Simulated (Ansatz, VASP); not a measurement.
Two plane-wave programs on Ba3Fe

```
CELL_PARAMETERS angstrom
5.54784 0.00000 0.00000
0.00000 5.54784 0.00000
0.00000 0.00000 5.54784
ATOMIC_POSITIONS crystal
Ba 0.00000 0.50000 0.50000
Ba 0.50000 0.00000 0.50000
Ba 0.50000 0.50000 0.00000
Fe 0.00000 0.00000 0.00000
```

Alike in both runs: functional PBE; k mesh 4 × 4 × 4; occupations gaussian, width 0.1 eV; collinear spin.

Ansatz relaxed the structure, and its values are those at the end. VASP's run is a single point on that final structure, the one shown.

|  | VASP | Ansatz |
| --- | --- | --- |
| version | VASP 6.6.1 | Ansatz 0.2.0 |
| potentials or method | VASP PAW PBE potentials, release 64 (Ba_sv, Fe), cutoff 520 eV | scalar-relativistic, plane waves, PAW |
| valence electrons in the cell | 38 | 46 |

VASP gave:

| Quantity | Value |
| --- | --- |
| gap on the k mesh at the Fermi level (eV) | none |
| pressure (GPa) | 0.4 |
| net moment per atom (μB) | 0.47 |
| size of the moment on the site where the two differ most (μB) | 3.03 |

Task: Which values does Ansatz return?

Result: gap on the k mesh at the Fermi level (eV): none; pressure (GPa): 0.2; net moment per atom (μB): 0.47; size of the moment on the site where the two differ most (μB): 3.10.

Site moments also hang on the region over which each program counts them. A gap of «none» marks a metal or a gap that the smearing closes. With one functional, cell and mesh, what is left measures potentials, basis and numerics. VASP's potentials hold 38 valence electrons a cell and Ansatz's 46, so a difference there can come from the potentials and not from the codes.

Neither program's run includes spin-orbit coupling.
